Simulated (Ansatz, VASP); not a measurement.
# Two plane-wave programs on BaTe

```
Ba Te
1.0
     0.00000    3.46121    3.46121
     3.46121    0.00000    3.46121
     3.46121    3.46121    0.00000
Ba Te
1 1
Cartesian
  3.4612 3.4612 3.4612
  0.0000 0.0000 0.0000
```

Alike in both runs: task single point; functional PBE; k mesh 8 × 8 × 8; occupations gaussian, width 0.02 eV; no spin polarisation.

|  | VASP | Ansatz |
| --- | --- | --- |
| version | VASP 6.6.1 | Ansatz 0.2.0 |
| potentials or method | VASP PAW PBE potentials, release 64 (Ba_sv, Te), cutoff 520 eV | scalar-relativistic, plane waves, PAW |
| valence electrons in the cell | 16 | 26 |

```tsv
	VASP	Ansatz	Ansatz less VASP
gap on the k mesh at the Fermi level (eV)	1.44	1.53	+0.089
least direct gap on the mesh (eV)	1.83	1.88	+0.056
pressure (GPa)	2.4	2.0	-0.37
```

VASP's potentials hold 16 valence electrons a cell and Ansatz's 26, so a difference there can come from the potentials and not from the codes.

Neither program's run includes spin-orbit coupling.
